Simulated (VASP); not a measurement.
Here is a VASP 6.6.1 calculation.

The input INCAR:

```
SYSTEM = Cl
PREC = Accurate ; ENCUT = 520
EDIFF = 1E-6 ; ISMEAR = -1
SIGMA = 0.08 ; LREAL = .False.
LASPH = .True. ; NELM = 80
ALGO = Normal ; ISIF = 2
LWAVE = .False. ; LCHARG = .True.
LELF = .True. ; LVHAR = .True.
NBANDS = 14
```

The input KPOINTS:

```
Automatic mesh
0
Gamma
  11 11 11
  0 0 0
```

Contents of POSCAR:

```
Cl
1.0
    0.0000000000      2.9867704705      2.9867704705
    2.9867704705      0.0000000000      2.9867704705
    2.9867704705      2.9867704705      0.0000000000
Cl
2
Direct
   -0.1250000000     -0.1250000000     -0.1250000000
    0.1250000000      0.1250000000      0.1250000000
```

Potentials or basis: VASP PAW LDA potentials, release 64 (Cl).

The run is started by

```sh
$ cat potpaw_LDA.64/Cl/POTCAR > POTCAR
$ mpirun -np 1 vasp_std > vasp.out
```

What does it give for the pressure?

3.5 GPa.

Estimate the band gap on the k mesh.

zero (bands 7 and 8 overlap by 1.86 eV).

Caveat: the cell stands under pressure.
